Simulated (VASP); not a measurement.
# HfRu (Pm-3m) in VASP: further runs

Runs on HfRu. Level: LDA. Tasks: single point, relaxation of cell and atoms.

All numbers are computed with VASP 6.6.1; they aren't measurements. Logs are shortened: lines on timing, memory, paths and dates and some standing lists are left out, and cuts for length are marked.

## Step 1: The cell of the first run

The structure is cubic, space group Pm-3m (No. 221). Conventional cell: a = 3.182 Å, b = 3.182 Å, c = 3.182 Å, α = 90.00°, β = 90.00°, γ = 90.00°. Hf (site symmetry m-3m) has 8 Ru at 2.76 Å and 6 Hf at 3.18 Å within 3.6 Å. Ru (site symmetry m-3m) has 8 Hf at 2.76 Å and 6 Ru at 3.18 Å within 3.6 Å.

## Step 2: Single point, LDA

Input file INCAR:

```
SYSTEM = HfRu
  PREC = Accurate
  ENCUT = 520
  EDIFF = 1E-6
  ISMEAR = -1
  SIGMA = 0.1
  LREAL = .False.
  LASPH = .True.
  NELM = 80
  ALGO = Normal
  ISIF = 2
  LWAVE = .False.
  LCHARG = .True.
  LELF = .True.
  LVHAR = .True.
  NBANDS = 19
```

Input file KPOINTS:

```
Automatic mesh
0
Gamma
  12 12 12
  0 0 0
```

Input file POSCAR:

```
HfRu
1.0
    3.1820854849      0.0000000000      0.0000000000
    0.0000000000      3.1820854849      0.0000000000
    0.0000000000      0.0000000000      3.1820854849
Hf Ru
1 1
Direct
    0.0000000000      0.0000000000      0.0000000000
    0.5000000000      0.5000000000      0.5000000000
```

Potentials or basis: VASP PAW LDA potentials, release 64 (Hf_pv, Ru_pv).

Command:

```sh
> cat potpaw_LDA.64/Hf_pv/POTCAR potpaw_LDA.64/Ru_pv/POTCAR > POTCAR
> mpirun -np 1 vasp_std > vasp.out
```

OUTCAR:

```text
SYSTEM = HfRu
   PREC = Accurate
   ENCUT = 520
   EDIFF = 1E-6
   ISMEAR = -1
   LREAL = .False.
   LASPH = .True.
   NELM = 80
   ISIF = 2

 ion  position               nearest neighbor table
   1  0.000  0.000  0.000-   2 2.76   2 2.76   2 2.76   2 2.76   2 2.76   2 2.76   2 2.76   2 2.76

   2  0.500  0.500  0.500-   1 2.76   1 2.76   1 2.76   1 2.76   1 2.76   1 2.76   1 2.76   1 2.76

  LATTYP: Found a simple cubic cell.
 ALAT       =     3.1820854849

  Lattice vectors:

 A1 = (   3.1820854849,   0.0000000000,   0.0000000000)
 A2 = (   0.0000000000,   3.1820854849,   0.0000000000)
 A3 = (   0.0000000000,   0.0000000000,   3.1820854849)

Analysis of symmetry for initial positions (statically):
=====================================================================
 Subroutine PRICEL returns:
 Original cell was already a primitive cell.

 Routine SETGRP: Setting up the symmetry group for a
 simple cubic supercell.

 Subroutine GETGRP returns: Found 48 space group operations
 (whereof 48 operations were pure point group operations)
 out of a pool of 48 trial point group operations.

The static configuration has the point symmetry O_h .

Analysis of symmetry for dynamics (positions and initial velocities):
=====================================================================
 Subroutine PRICEL returns:
 Original cell was already a primitive cell.

 Routine SETGRP: Setting up the symmetry group for a
 simple cubic supercell.

 Subroutine GETGRP returns: Found 48 space group operations
 (whereof 48 operations were pure point group operations)
 out of a pool of 48 trial point group operations.

The dynamic configuration has the point symmetry O_h .

 Subroutine INISYM returns: Found 48 space group operations
 (whereof 48 operations are pure point group operations),
 and found     1 'primitive' translations

----------------------------------------------------------------------------------------

                                     Primitive cell

  volume of cell :      32.2207

  direct lattice vectors                    reciprocal lattice vectors
     3.182085485  0.000000000  0.000000000     0.314259314  0.000000000  0.000000000
     0.000000000  3.182085485  0.000000000     0.000000000  0.314259314  0.000000000
     0.000000000  0.000000000  3.182085485     0.000000000  0.000000000  0.314259314

  length of vectors
     3.182085485  3.182085485  3.182085485     0.314259314  0.314259314  0.314259314

  position of ions in fractional coordinates (direct lattice)
     0.000000000  0.000000000  0.000000000
     0.500000000  0.500000000  0.500000000

  ion indices of the primitive-cell ions
   primitive index   ion index
                 1           1
                 2           2

----------------------------------------------------------------------------------------

 KPOINTS: Automatic mesh

Automatic generation of k-mesh.
 Grid dimensions read from file:
 generate k-points for:   12   12   12

 Generating k-lattice:

  Cartesian coordinates                     Fractional coordinates (reciprocal lattice)
     0.026188276  0.000000000  0.000000000     0.083333333  0.000000000  0.000000000
     0.000000000  0.026188276  0.000000000     0.000000000  0.083333333  0.000000000
     0.000000000  0.000000000  0.026188276     0.000000000  0.000000000  0.083333333

  Length of vectors
     0.026188276  0.026188276  0.026188276

  Shift w.r.t. Gamma in fractional coordinates (k-lattice)
     0.000000000  0.000000000  0.000000000

 Subroutine IBZKPT returns following result:
 ===========================================

 Found     84 irreducible k-points:

 Following reciprocal coordinates:
            Coordinates               Weight
  0.000000  0.000000  0.000000      1.000000
  0.083333  0.000000  0.000000      6.000000
  0.166667  0.000000  0.000000      6.000000
  0.250000  0.000000  0.000000      6.000000
  0.333333  0.000000  0.000000      6.000000
  0.416667  0.000000  0.000000      6.000000
[... 16 lines left out ...]
  0.333333  0.333333  0.000000     12.000000
  0.416667  0.333333  0.000000     24.000000
 [... further k-points ...]
   k-points           NKPTS =     84   k-points in BZ     NKDIM =     84   number of bands    NBANDS=     19
   number of dos      NEDOS =    301   number of ions     NIONS =      2
   total plane-waves  NPLWV =  13824
   dimension x,y,z NGX =    24 NGY =   24 NGZ =   24
   dimension x,y,z NGXF=    48 NGYF=   48 NGZF=   48
   ions per type =               1   1
   NGX,Y,Z   is equivalent  to a cutoff of  12.54, 12.54, 12.54 a.u.
   NGXF,Y,Z  is equivalent  to a cutoff of  25.08, 25.08, 25.08 a.u.
 SYSTEM =  HfRu
   PREC   = accura    normal or accurate (medium, high low for compatibility)
   ISTART =      0    job   : 0-new  1-cont  2-samecut
   ICHARG =      2    charge: 1-file 2-atom 10-const
   ISPIN  =      1    spin polarized calculation?
   LNONCOLLINEAR =      F non collinear calculations
   LSORBIT =      F    spin-orbit coupling
   LASPH  =      T    aspherical Exc in radial PAW
   ENCUT  =  520.0 eV  38.22 Ry    6.18 a.u.   5.92  5.92  5.92*2*pi/ulx,y,z
   NELM   =     80;   NELMIN=  2; NELMDL= -5     # of ELM steps
   EDIFF  = 0.1E-05   stopping-criterion for ELM
   LREAL  =      F    real-space projection
   EDIFFG = 0.1E-04   stopping-criterion for IOM
   NSW    =      0    number of steps for IOM
   IBRION =     -1    ionic relax: 0-MD 1-quasi-New 2-CG
   NFREE  =      0    steps in history (QN), initial steepest desc. (CG)
   ISIF   =      2    stress and relaxation
   ISYM   =      2    0-nonsym 1-usesym 2-fastsym
   POTIM  = 0.5000    time-step for ionic-motion
   TEBEG  =    0.0;   TEEND  =   0.0 temperature during run
   PSTRESS=    0.0 pullay stress
   NELECT =      24.0000    total number of electrons
   NUPDOWN=      -1.0000    fix difference up-down
   EMIN   =  10.00;   EMAX   =-10.00  energy-range for DOS
   EFERMI =   0.00;   METHOD = LEGACY
   ISMEAR =    -1;   SIGMA  =   0.10  broadening in eV -4-tet -1-fermi 0-gaus
   EFERMI_NEDOS =   21; number of points for ismear=-14 and -15
   IALGO  =     38    algorithm
   IMIX   =      4    mixing-type and parameters
     AMIX     =   0.40;   BMIX     =  1.00
     AMIX_MAG =   1.60;   BMIX_MAG =  1.00
  volume/ion in A,a.u.               =      16.11       108.72
  Fermi-wavevector in a.u.,A,eV,Ry     =   1.483998  2.804350 29.963443  2.202251
  Thomas-Fermi vector in A             =   2.597590
   LORBIT       =      0    0 simple, 1 ext, 2 COOP (PROOUT), +10 PAW based schemes
   GGA     = CA    functional components
   LHFCALC =     F    Hartree Fock is set to
   AEXX    =    0.0000 exact exchange contribution
   IVDW    =     0    specifies the selected vdW correction
   LEPSILON=     F    determine dielectric tensor
   LRPA    =     F    only Hartree local field effects (RPA)
 non-spin polarized calculation
  energy-cutoff  :      520.00
  volume of cell :       32.22
 maximum number of plane-waves:       912
 NGX is ok and might be reduce to    24
   NGX = 11   NGY = 11   NGZ = 11

 number of electron      23.9999993 magnetization

 Free energy of the ion-electron system (eV)
  ---------------------------------------------------
  ext. energy  EPLUGINS =         0.00000000
  ---------------------------------------------------
  free energy    TOTEN  =       -22.98250401 eV

  energy without entropy =      -22.96556359  energy(sigma->0) =      -22.97403380

 E-fermi :   8.9999     XC(G=0): -13.1994

 val. band max:        8.9673436512   @ k =   0.4167   0.4167   0.0000
 cond. band min:       9.0125337013   @ k =   0.5000   0.3333   0.0000
 fundamental gap:      0.0451900501
 Fermi energy:         8.9999290348

 k-point     1 :       0.0000    0.0000    0.0000
  band No.  band energies     occupation
      1     -33.4828      2.00000
      2     -33.4828      2.00000
      3     -33.4828      2.00000
      4     -21.2096      2.00000
      5     -21.2096      2.00000
      6     -21.2096      2.00000
[... 11 lines left out ...]
     18      17.8402      0.00000
     19      17.8402      0.00000

 k-point     2 :       0.0833    0.0000    0.0000
  band No.  band energies     occupation
      1     -33.4894      2.00000
      2     -33.4818      2.00000
      3     -33.4818      2.00000
      4     -21.2434      2.00000
      5     -21.2090      2.00000
      6     -21.2090      2.00000
[... 11 lines left out ...]
     18      17.3665      0.00000
     19      18.6712      0.00000

 k-point     3 :       0.1667    0.0000    0.0000
  band No.  band energies     occupation
      1     -33.5073      2.00000
      2     -33.4789      2.00000
      3     -33.4789      2.00000
      4     -21.3348      2.00000
      5     -21.2075      2.00000
      6     -21.2075      2.00000
[... 11 lines left out ...]
     18      16.3184      0.00000
     19      19.6019      0.00000

 k-point     4 :       0.2500    0.0000    0.0000
  band No.  band energies     occupation
      1     -33.5316      2.00000
      2     -33.4750      2.00000
      3     -33.4750      2.00000
      4     -21.4572      2.00000
      5     -21.2055      2.00000
      6     -21.2055      2.00000
[... 11 lines left out ...]
     18      15.3463      0.00000
     19      19.5963      0.00000

 k-point     5 :       0.3333    0.0000    0.0000
  band No.  band energies     occupation
      1     -33.5558      2.00000
      2     -33.4711      2.00000
      3     -33.4711      2.00000
      4     -21.5770      2.00000
      5     -21.2034      2.00000
      6     -21.2034      2.00000
[... 11 lines left out ...]
     18      14.9944      0.00000
     19      19.5963      0.00000
[... 334 lines left out ...]
      2     -33.5279      2.00000
      3     -33.4628      2.00000
      4     -21.6099      2.00000
      5     -21.3977      2.00000
      6     -21.1788      2.00000
[... 11 lines left out ...]
     18      15.7162      0.00000
     19      19.6245      0.00000

 k-point    22 :       0.5000    0.2500    0.0000
  band No.  band energies     occupation
      1     -33.5838      2.00000
      2     -33.5278      2.00000
      3     -33.4619      2.00000
      4     -21.6370      2.00000
      5     -21.3942      2.00000
      6     -21.1769      2.00000
[... 11 lines left out ...]
     18      15.5736      0.00000
     19      20.2205      0.00000

 k-point    23 :       0.3333    0.3333    0.0000
  band No.  band energies     occupation
      1     -33.5614      2.00000
      2     -33.5532      2.00000
      3     -33.4622      2.00000
      4     -21.5291      2.00000
      5     -21.4910      2.00000
      6     -21.1743      2.00000
[... 11 lines left out ...]
     18      16.0554      0.00000
     19      19.9795      0.00000

 k-point    24 :       0.4167    0.3333    0.0000
  band No.  band energies     occupation
      1     -33.5784      2.00000
      2     -33.5574      2.00000
      3     -33.4600      2.00000
      4     -21.5836      2.00000
      5     -21.4925      2.00000
      6     -21.1671      2.00000
[... 11 lines left out ...]
     18      15.6659      0.00000
     19      19.9779      0.00000

 [... further k-points ...]

------------------------ aborting loop because EDIFF is reached ----------------------------------------

  FORCE on cell =-STRESS in cart. coord.  units (eV):
  Direction    XX          YY          ZZ          XY          YZ          ZX
  --------------------------------------------------------------------------------------
  -------------------------------------------------------------------------------------
  Total       -0.0701847     -0.0701847     -0.0701847      0.0000000      0.0000000      0.0000000
  in kB       -3.4899357     -3.4899357     -3.4899357      0.0000000      0.0000000      0.0000000
  external PRESSURE =      -3.4899357 kB  Pullay stress =       0.0000000 kB

 VOLUME and BASIS-vectors are now :
 -----------------------------------------------------------------------------
  energy-cutoff  :      520.00
  volume of cell :       32.22
      direct lattice vectors                 reciprocal lattice vectors
     3.182085485  0.000000000  0.000000000     0.314259314  0.000000000  0.000000000
     0.000000000  3.182085485  0.000000000     0.000000000  0.314259314  0.000000000
     0.000000000  0.000000000  3.182085485     0.000000000  0.000000000  0.314259314

 POSITION                                       TOTAL-FORCE (eV/Angst)
 -----------------------------------------------------------------------------------
      0.00000      0.00000      0.00000         0.000000      0.000000      0.000000
      1.59104      1.59104      1.59104         0.000000      0.000000      0.000000
 -----------------------------------------------------------------------------------
    total drift:                                0.000000     -0.000000     -0.000000

  FREE ENERGIE OF THE ION-ELECTRON SYSTEM (eV)
  ---------------------------------------------------
  free  energy   TOTEN  =       -22.9825040096 eV

  energy  without entropy=      -22.9655635922  energy(sigma->0) =      -22.97403380
```

Wall time 11 s (1 thread of Intel Xeon 6975P-C (Granite Rapids), shared host); peak memory 0.16 GiB.

Results:

```
Free energy            : -22.9825 eV
Pressure               : -0.3 GPa
Band gap on the k mesh : zero (bands 12 and 13 overlap by 1.73 eV)
```

Levels at points of the mesh, in eV from the Fermi level:
```
           k point  band 10  band 11  band 12  band 13  band 14  band 15
(0.00, 0.00, 0.00)    -1.74    -1.74    -1.74     2.13     2.13     5.92
(0.50, 0.00, 0.00)    -1.85    -1.85    -1.11    -0.96     1.29     1.44
(0.50, 0.50, 0.00)    -3.37     0.01     0.76     1.48     1.48     2.94
(0.50, 0.50, 0.50)    -1.95    -1.95    -1.95     0.09     0.09     6.51
```

Caveat: spin-orbit coupling is left out, which moves the levels of the heavy elements.

## Step 3: Single point, LDA

Input file INCAR:

```
PREC     = Accurate       # precision mode
ENCUT    = 520            # plane-wave cutoff, eV
EDIFF    = 1E-6           # SCF threshold, eV
ISMEAR   = -1             # smearing method
SIGMA    = 0.1            # smearing width, eV
LREAL    = F              # projectors in reciprocal space
LASPH    = T              # aspherical terms in the spheres
NELM     = 100            # most SCF steps
ALGO     = Normal         # electronic algorithm
ISIF     = 2              # what is computed and relaxed
LWAVE    = F              # write WAVECAR
LCHARG   = F              # write CHGCAR
GGA      = CA             # functional
NBANDS   = 19             # bands
```

Input file KPOINTS:

```
regular mesh
0
Gamma
  12 12 12
```

POSCAR is that of step 2.

Potentials or basis: VASP PAW LDA potentials, release 64 (Hf_pv, Ru_pv).

Command:

```sh
> cat potpaw_LDA.64/Hf_pv/POTCAR potpaw_LDA.64/Ru_pv/POTCAR > POTCAR
> mpirun -np 1 vasp_std > vasp.out
```

Wall time 10 s (1 thread of Intel Xeon 6975P-C (Granite Rapids), shared host); peak memory 0.17 GiB.

Results (log left out):

```
Free energy            : -22.9825 eV
Pressure               : -0.3 GPa
Band gap on the k mesh : zero (bands 12 and 13 overlap by 1.73 eV)
```

Levels at points of the mesh, in eV from the Fermi level:
| k point | band 9 | band 10 | band 11 | band 12 | band 13 | band 14 | band 15 | band 16 |
| --- | --- | --- | --- | --- | --- | --- | --- | --- |
| (0.00, 0.00, 0.00) | -5.29 | -1.74 | -1.74 | -1.74 | 2.13 | 2.13 | 5.92 | 5.92 |
| (0.50, 0.00, 0.00) | -3.51 | -1.85 | -1.85 | -1.11 | -0.96 | 1.29 | 1.44 | 1.44 |
| (0.50, 0.50, 0.00) | -3.37 | -3.37 | 0.01 | 0.76 | 1.48 | 1.48 | 2.94 | 5.94 |
| (0.50, 0.50, 0.50) | -3.04 | -1.95 | -1.95 | -1.95 | 0.09 | 0.09 | 6.51 | 6.51 |

Caveat: spin-orbit coupling is left out, which moves the levels of the heavy elements.

## Step 4: Relaxation of cell and atoms, LDA

This run uses another cell than the first one, of 16.90 Å³/atom.

Input file INCAR:

```
SYSTEM = HfRu
PREC     = Accurate       ! precision mode
ENCUT    = 600            ! plane-wave cutoff, eV
EDIFF    = 1E-6           ! SCF threshold, eV
ISMEAR   = -1             ! smearing method
SIGMA    = 0.1            ! smearing width, eV
LREAL    = .FALSE.        ! projectors in reciprocal space
LASPH    = .TRUE.         ! aspherical terms in the spheres
NELM     = 60             ! most SCF steps
ALGO     = Normal         ! electronic algorithm
ISIF     = 3              ! what is computed and relaxed
LWAVE    = .FALSE.        ! write WAVECAR
LCHARG   = .FALSE.        ! write CHGCAR
IBRION   = 2              ! ionic algorithm
NSW      = 100            ! ionic steps
EDIFFG   = -0.002         ! ionic threshold
```

Input file KPOINTS:

```
Automatic mesh
0
G
  12 12 12
  0 0 0
```

Input file POSCAR:

```
HfRu
1.0
    3.2330000000      0.0000000000      0.0000000000
    0.0000000000      3.2330000000      0.0000000000
    0.0000000000      0.0000000000      3.2330000000
Hf Ru
1 1
Direct
    0.0000000000      0.0000000000      0.0000000000
    0.5000000000      0.5000000000      0.5000000000
```

Command:

```sh
> cat potpaw_LDA.64/Hf_pv/POTCAR potpaw_LDA.64/Ru_pv/POTCAR > POTCAR
> mpirun -np 1 vasp_std > vasp.out
```

Run time: 74 s. Hardware: 1 thread of Intel Xeon 6975P-C (Granite Rapids), shared host; peak memory 0.2 GiB.

It converged, with:

| Quantity | Value |
| --- | --- |
| Free energy | -22.9836 eV |
| Relaxed volume | 16.09 Å³/atom |
| Relaxed cell | a = 3.180 Å, b = 3.180 Å, c = 3.180 Å, α = 90.00°, β = 90.00°, γ = 90.00° |
| Space group after relaxing (to 0.1 Å) | Pm-3m (No. 221) |
| Energy gained by relaxing | 26.7 meV/atom |
| Ionic steps | 7 |
| Pressure after relaxing | 0.0 GPa |
| Band gap on the k mesh | zero (bands 12 and 13 overlap by 1.73 eV) |

The path:
| step | energy change (eV) | largest force (eV/Å) | pressure (GPa) | volume (Å³) |
| --- | --- | --- | --- | --- |
| 1 | 0.0000 | 0.0000 | -10.11 | 33.79 |
| 2 | 0.2418 | 0.0000 | 31.12 | 28.84 |
| 3 | -0.0532 | 0.0000 | -0.46 | 32.24 |
| 4 | -0.0533 | 0.0000 | -0.08 | 32.18 |
| 5 | -0.0533 | 0.0000 | 0.15 | 32.15 |
| 6 | -0.0533 | 0.0000 | -0.25 | 32.21 |
| 7 | -0.0533 | 0.0000 | -0.01 | 32.17 |

Final structure:
```xyz
2
Lattice="3.1805 0.0000 0.0000 0.0000 3.1805 0.0000 0.0000 0.0000 3.1805" Properties=species:S:1:pos:R:3 pbc="T T T"
Hf    0.0000    0.0000    0.0000
Ru    1.5902    1.5902    1.5902
```

Levels at points of the mesh, in eV from the Fermi level:
```csv
k point,band 8,band 9,band 10,band 11,band 12,band 13,band 14,band 15,band 16
"(0.00, 0.00, 0.00)",-5.30,-5.30,-1.74,-1.74,-1.74,2.14,2.14,5.93,5.93
"(0.50, 0.00, 0.00)",-3.97,-3.52,-1.85,-1.85,-1.12,-0.96,1.30,1.44,1.44
"(0.50, 0.50, 0.00)",-5.32,-3.38,-3.38,0.01,0.76,1.49,1.49,2.94,5.95
"(0.50, 0.50, 0.50)",-3.04,-3.04,-1.95,-1.95,-1.95,0.09,0.09,6.52,6.52
```

Caveat: spin-orbit coupling is left out, which moves the levels of the heavy elements. LDA usually gives volumes a few per cent too small.
